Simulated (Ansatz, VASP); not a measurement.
**SrTi2O4 in VASP and in Ansatz**

Contents of INCAR:

```
SYSTEM = SrTi2O4
ALGO = Normal ; EDIFF = 1E-6
EDIFFG = -0.025 ; ENCUT = 600
GGA = PE ; IBRION = 2
ISIF = 3 ; ISMEAR = 0
LASPH = .True. ; LCHARG = .False.
LREAL = .False. ; LWAVE = .False.
NELM = 60 ; NSW = 80
PREC = Accurate ; SIGMA = 0.2
```

The input KPOINTS:

```
k-points
0
Gamma
  8 4 4
  0 0 0
```

POSCAR

```
SrTi2O4
1.0
    0.0077068407     -3.0969675325     -0.0354346008
   -5.0946643759      0.0123287544     -0.0776314733
   -0.0324730564     -0.0698189465     -5.8469305279
Sr Ti O
1 2 4
Direct
    0.0147365995      0.9803254282      0.5192547093
    0.4920883397      0.5307273229      0.9786983611
    0.0508557207      1.0126761638     -0.0248787928
    0.4578039964      0.1648208863      0.2139326352
    0.5399354698      0.8231774692      0.7800354268
   -0.0153839749      0.3181604234      0.8367297341
   -0.0400361512      0.6701123061      0.1962279264
```

Input for Ansatz:

```yaml
crystal:
  lattice:
    - [0.0077068407, -3.0969675325, -0.0354346008]
    - [-5.0946643759, 0.0123287544, -0.0776314733]
    - [-0.0324730564, -0.0698189465, -5.8469305279]
  atoms:
    - { symbol: Sr, position: [0.0147365995, 0.9803254282, 0.5192547093] }
    - { symbol: Ti, position: [0.4920883397, 0.5307273229, 0.9786983611] }
    - { symbol: Ti, position: [0.0508557207, 1.0126761638, -0.0248787928] }
    - { symbol: O, position: [0.4578039964, 0.1648208863, 0.2139326352] }
    - { symbol: O, position: [0.5399354698, 0.8231774692, 0.7800354268] }
    - { symbol: O, position: [-0.0153839749, 0.3181604234, 0.8367297341] }
    - { symbol: O, position: [-0.0400361512, 0.6701123061, 0.1962279264] }
basis:
  ecutwfc: 420
kpoints:
  mp_grid: { grid: [8, 4, 4] }
hamiltonian:
  xc: pbe
scf:
  occupations: { method: gaussian, width: 0.2 }
  lower_state_search: "off"
output:
  forces: true
  stress: true
  eigenvalues: true
relax:
  adjacent_minimum: "off"
  f_tol: 0.025
  max_steps: 60
  cell: { stress_tol: 0.25 }
```

Change from the starting cell: cell x1, atoms moved at random (sigma 0.15 Å) and cell strained at random (1.5 %), then relaxed without symmetry.

Alike in both runs: task relaxation of cell and atoms; functional PBE; k mesh 8 × 4 × 4; occupations gaussian, width 0.2 eV; no spin polarisation.

|  | VASP | Ansatz |
| --- | --- | --- |
| version | VASP 6.6.1 | Ansatz 0.2.0 |
| potentials or method | VASP PAW PBE potentials, release 64 (Sr_sv, Ti_sv, O), cutoff 600 eV | scalar-relativistic, plane waves, PAW |
| valence electrons in the cell | 58 | 58 |

|  | VASP | Ansatz | Ansatz less VASP |
| --- | --- | --- | --- |
| gap on the k mesh at the Fermi level, each at its own relaxed structure (eV) | none | none | - |
| relaxed volume (Å³/atom) | 13.35 | 13.29 | -0.060 |
| relaxed length of the cell vector where the two differ most in proportion (Å) | 6.063 | 6.052 | -0.0109 |

A gap of «none» marks a metal or a gap that the smearing closes.
